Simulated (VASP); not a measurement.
# MnO2 (P-3m1) in VASP: a series of runs, part 3 of 3

VASP 6.6.1. Earlier steps stand in the parts before.

### 6 Single point, r2SCAN, collinear spin, ferromagnetic start

This run uses another cell than the first one, of 10.19 Å³/atom.

File POSCAR:

```
MnO2
1.0
    2.7982643040      0.0000000000      0.0000000000
   -1.3991321520      2.4233679738      0.0000000000
    0.0000000000      0.0000000000      4.5074421091
Mn O
1 2
Direct
    0.0000000000      0.0000000000      0.5000000000
    0.3333333333      0.6666666667      0.7062925700
    0.6666666667      0.3333333333      0.2937074300
```

File INCAR.step1:

```
ALGO     = Normal         # electronic algorithm
EDIFF    = 1E-4           # SCF threshold, eV
ENCUT    = 520            # plane-wave cutoff, eV
GGA      = PE             # functional
ISMEAR   = -1             # smearing method
ISPIN    = 2              # spin polarisation
LASPH    = True           # aspherical terms in the spheres
LCHARG   = False          # write CHGCAR
LMAXMIX  = 4              # l up to which the mixer works
LREAL    = False          # projectors in reciprocal space
LWAVE    = True           # write WAVECAR
MAGMOM   = 4 0 0          # initial moments
NBANDS   = 24             # bands
NELM     = 150            # most SCF steps
PREC     = Accurate       # precision mode
SIGMA    = 0.05           # smearing width, eV
```

File INCAR.step2:

```
ALGO     = Normal         # electronic algorithm
EDIFF    = 1E-6           # SCF threshold, eV
ENCUT    = 520            # plane-wave cutoff, eV
ISIF     = 2              # what is computed and relaxed
ISMEAR   = -1             # smearing method
ISPIN    = 2              # spin polarisation
ISTART   = 1            
LASPH    = True           # aspherical terms in the spheres
LCHARG   = False          # write CHGCAR
LMAXMIX  = 4              # l up to which the mixer works
LMIXTAU  = True         
LORBIT   = 11             # projections on sites
LREAL    = False          # projectors in reciprocal space
LWAVE    = False          # write WAVECAR
MAGMOM   = 4 0 0          # initial moments
METAGGA  = R2SCAN         # meta-GGA
NBANDS   = 24             # bands
NELM     = 150            # most SCF steps
PREC     = Accurate       # precision mode
SIGMA    = 0.05           # smearing width, eV
```

File KPOINTS:

```
k-points
0
Gamma
  11 11 6
```

Potentials or basis: VASP PAW PBE potentials, release 64 (Mn_pv, O).

On the command line:

```console
$ cat potpaw_PBE.64/Mn_pv/POTCAR potpaw_PBE.64/O/POTCAR > POTCAR
$ cp INCAR.step1 INCAR
$ mpirun -np 1 vasp_std > vasp.out
$ cp INCAR.step2 INCAR
$ mpirun -np 1 vasp_std > vasp.out
```

OUTCAR:

```text
EDIFF = 1E-6
   ENCUT = 520
   ISIF = 2
   ISMEAR = -1
   ISPIN = 2
   ISTART = 1
   LASPH = True
   LORBIT = 11
   LREAL = False
   METAGGA = R2SCAN
   NELM = 150
   PREC = Accurate

 ion  position               nearest neighbor table
   1  0.000  0.000  0.500-   2 1.86   3 1.86   3 1.86   2 1.86   3 1.86   2 1.86
   2  0.333  0.667  0.706-   1 1.86   1 1.86   1 1.86
   3  0.667  0.333  0.294-   1 1.86   1 1.86   1 1.86

  LATTYP: Found a hexagonal cell.
 ALAT       =     2.7982643040
 C/A-ratio  =     1.6107992739
[... 1519 lines left out ...]
 -----------------------------------------------------------------------------
  energy-cutoff  :      520.00
  volume of cell :       30.57
      direct lattice vectors                 reciprocal lattice vectors
     2.798264304  0.000000000  0.000000000     0.357364384  0.206324423  0.000000000
    -1.399132152  2.423367974  0.000000000     0.000000000  0.412648847  0.000000000
     0.000000000  0.000000000  4.507442109     0.000000000  0.000000000  0.221855317

 POSITION                                       TOTAL-FORCE (eV/Angst)
 -----------------------------------------------------------------------------------
      0.00000      0.00000      2.25372         0.000000      0.000000      0.000000
     -0.00000      1.61558      3.18357        -0.000000      0.000000      1.021163
      1.39913      0.80779      1.32387        -0.000000      0.000000     -1.021163
 -----------------------------------------------------------------------------------
    total drift:                               -0.000000      0.000000      0.000000

  FREE ENERGIE OF THE ION-ELECTRON SYSTEM (eV)
  ---------------------------------------------------
  free  energy   TOTEN  =       -32.4397772943 eV

  energy  without entropy=      -32.4397772917  energy(sigma->0) =      -32.43977729

 total charge

# of ion       s       p       d       tot
------------------------------------------
    1        0.410   6.526   4.936  11.872
    2        1.588   3.486   0.000   5.074
    3        1.588   3.486   0.000   5.074
--------------------------------------------------
tot          3.586  13.497   4.936  22.019

 magnetization (x)

# of ion       s       p       d       tot
------------------------------------------
    1        0.030   0.041   2.795   2.866
    2        0.004   0.036   0.000   0.040
    3        0.004   0.036   0.000   0.040
--------------------------------------------------
tot          0.038   0.112   2.795   2.945
```

OUTCAR.step1:

```text
EDIFF = 1E-4
   ENCUT = 520
   GGA = PE
   ISMEAR = -1
   ISPIN = 2
[... 1542 lines left out ...]
      0.00000      0.00000      2.25372        -0.000000      0.000000      0.000000
     -0.00000      1.61558      3.18357        -0.000000      0.000000      1.301228
      1.39913      0.80779      1.32387         0.000000     -0.000000     -1.301228
 -----------------------------------------------------------------------------------
    total drift:                               -0.000000      0.000000      0.000000

  FREE ENERGIE OF THE ION-ELECTRON SYSTEM (eV)
  ---------------------------------------------------
  free  energy   TOTEN  =       -23.6447511840 eV

  energy  without entropy=      -23.6447018246  energy(sigma->0) =      -23.64472650
```

OSZICAR.step1:

```text
N       E                     dE             d eps       ncg     rms          rms(c)
DAV:   1     0.247397371694E+03    0.24740E+03   -0.14100E+04  8104   0.121E+03
DAV:   2    -0.164497504240E+02   -0.26385E+03   -0.24759E+03  8840   0.367E+02
DAV:   3    -0.307747766179E+02   -0.14325E+02   -0.14254E+02  9368   0.922E+01
DAV:   4    -0.308966041274E+02   -0.12183E+00   -0.12182E+00  8848   0.892E+00
DAV:   5    -0.308978971201E+02   -0.12930E-02   -0.12930E-02  9696   0.879E-01    0.343E+01
DAV:   6    -0.284669269725E+02    0.24310E+01   -0.74000E+01  9816   0.755E+01    0.363E+01
DAV:   7    -0.247860918535E+02    0.36808E+01   -0.89262E+01  9352   0.760E+01    0.161E+01
DAV:   8    -0.237901091971E+02    0.99598E+00   -0.27103E+00  8864   0.160E+01    0.635E+00
DAV:   9    -0.236372460731E+02    0.15286E+00   -0.87087E-01 11384   0.906E+00    0.233E+00
DAV:  10    -0.236471133070E+02   -0.98672E-02   -0.88201E-02  8712   0.198E+00    0.122E+00
DAV:  11    -0.236445689046E+02    0.25444E-02   -0.79553E-03  8352   0.741E-01    0.395E-01
DAV:  12    -0.236448239415E+02   -0.25504E-03   -0.72620E-04  8344   0.248E-01    0.131E-01
DAV:  13    -0.236447511840E+02    0.72757E-04   -0.34406E-04  7616   0.206E-01
   1 F= -.23644751E+02 E0= -.23644727E+02  d E =-.493594E-04  mag=     2.9990
```

It took 9.1 min on 1 thread of Intel Xeon 8259CL, shared host; peak memory 0.24 GiB.

Results:

- Free energy: -32.4398 eV
- Pressure: 15.2 GPa
- Largest force: 1.021 eV/Å
- Band gap on the k mesh: 1.66 eV (least direct gap 1.72 eV)
- Net moment: 3.00 μB per cell
- Site moments: Mn +2.87; O +0.04 μB
- Valence electrons inside the program's atomic spheres: Mn 11.87; O 5.07

Forces on the atoms (eV/Å):
```
Mn   0.000  0.000  0.000
O    0.000  0.000  1.021
O    0.000  0.000 -1.021
```

Levels at points of the mesh, in eV from the valence-band top:
Spin up:
```csv
k point,band 11,band 12,band 13,band 14,band 15,band 16,band 17,band 18
"(0.00, 0.00, 0.00)",-1.30,-1.30,-1.11,-0.51,3.60,3.60,8.45,11.72
"(0.00, 0.00, 0.50)",-2.57,-1.35,-1.35,-0.06,3.66,3.66,10.53,11.13
```
Spin down:
```tsv
k point	band 8	band 9	band 10	band 11	band 12	band 13	band 14	band 15
(0.00, 0.00, 0.00)	-5.34	-1.23	-1.23	-0.86	1.67	1.67	3.46	5.16
(0.00, 0.00, 0.50)	-4.66	-2.35	-1.28	-1.28	1.66	1.66	3.62	5.21
```

Caveat: the stress differs along the axes, from 11 to 17 GPa; the PAW data sets were made with another functional, which shifts forces and pressure a little; a cell with one magnetic atom can't hold antiferromagnetic order, which such compounds often take. A k mesh can miss the band edges.

### 7 Overview

```csv
task,level,potentials or basis,cell,cutoff (eV),gap on the mesh (eV),pressure (GPa),moment (μB),relaxed volume (Å³/atom),largest force (eV/Å)
relaxation of cell and atoms,PBEsol+D4,"VASP PAW PBE potentials, release 64 (Mn_pv, O)","relaxed from a = 2.857, b = 2.857, c = 4.601 Å, angles 90.0, 90.0, 120.0°, 3 atoms, atomic positions A",600,0.62,0.0,3.00,10.31,-
relaxation of cell and atoms,PBEsol+D3(BJ),"VASP PAW PBE potentials, release 64 (Mn_pv, O)","relaxed from a = 2.857, b = 2.857, c = 4.601 Å, angles 90.0, 90.0, 120.0°, 3 atoms, atomic positions A",600,0.61,-0.1,3.00,10.23,-
single point,PBEsol,"VASP PAW PBE potentials, release 64 (Mn_pv, O)","a = 2.840, b = 2.840, c = 5.046 Å, angles 90.0, 90.0, 120.0°, 3 atoms, atomic positions B",520,0.74,0.9,3.00,-,0.08
single point,LDA,"VASP PAW LDA potentials, release 64 (Mn_pv, O)","a = 2.913, b = 2.913, c = 4.692 Å, angles 90.0, 90.0, 120.0°, 3 atoms, atomic positions A",520,0.52,-17.5,3.00,-,1.21
single point,r2SCAN,"VASP PAW PBE potentials, release 64 (Mn_pv, O)","a = 2.798, b = 2.798, c = 4.507 Å, angles 90.0, 90.0, 120.0°, 3 atoms, atomic positions A",520,1.66,15.2,3.00,-,1.02
```

Alike in all rows: spin collinear, ferromagnetic start; k mesh 11 × 11 × 6; smearing fermi-dirac 0.05 eV.

Caveats: a cell with one magnetic atom can't hold antiferromagnetic order, which such compounds often take; semilocal functionals underestimate gaps, and a narrow one can read as zero (at least some runs); the PAW data sets were made with another functional, which shifts forces and pressure a little (at least some runs); the stress differs along the axes, from -20 to -13 GPa (at least some runs); forces of over 1 eV/Å act on the atoms, so gaps and moduli don't describe the material at rest (at least some runs); the stress differs along the axes, from 11 to 17 GPa (at least some runs).

Absolute energies hang on the potentials; compare differences alone.
